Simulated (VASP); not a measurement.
ZnSe, 2 atoms in the cell. The structure is cubic, space group F-43m (No. 216). Conventional cell: a = 5.665 Å, b = 5.665 Å, c = 5.665 Å, α = 90.00°, β = 90.00°, γ = 90.00°. Zn (site symmetry -43m) has 4 Se at 2.45 Å within 3.2 Å. Se (site symmetry -43m) has 4 Zn at 2.45 Å within 3.2 Å. 

* Program: VASP 6.6.1
* Task: single point
* Functional: PBE
* Potentials or basis: VASP PAW PBE potentials, release 64 (Zn, Se)
* Cutoff: 500 eV
* k mesh: 6 × 6 × 6
* Occupations: gaussian, width 0.1 eV
* Spin: no spin polarisation
* Dipole correction: no
* Further INCAR settings: ALGO = Normal; EDIFF = 1e-06; NBANDS = 16

Potentials or basis: VASP PAW PBE potentials, release 64 (Zn, Se).

Run with:

```bash
$ cat potpaw_PBE.64/Zn/POTCAR potpaw_PBE.64/Se/POTCAR > POTCAR
$ mpirun -np 1 vasp_std > vasp.out
```

Hardware: 1 thread of Intel(R) Xeon(R) 6975P-C (Granite Rapids) (shared host).

Problem. Estimate the wall time of this run.

Solution. It took 9.5 s on 1 thread of Intel(R) Xeon(R) 6975P-C (Granite Rapids), on a shared host, peak memory 0.17 GiB. Counts: scf iterations 13, k points 16.
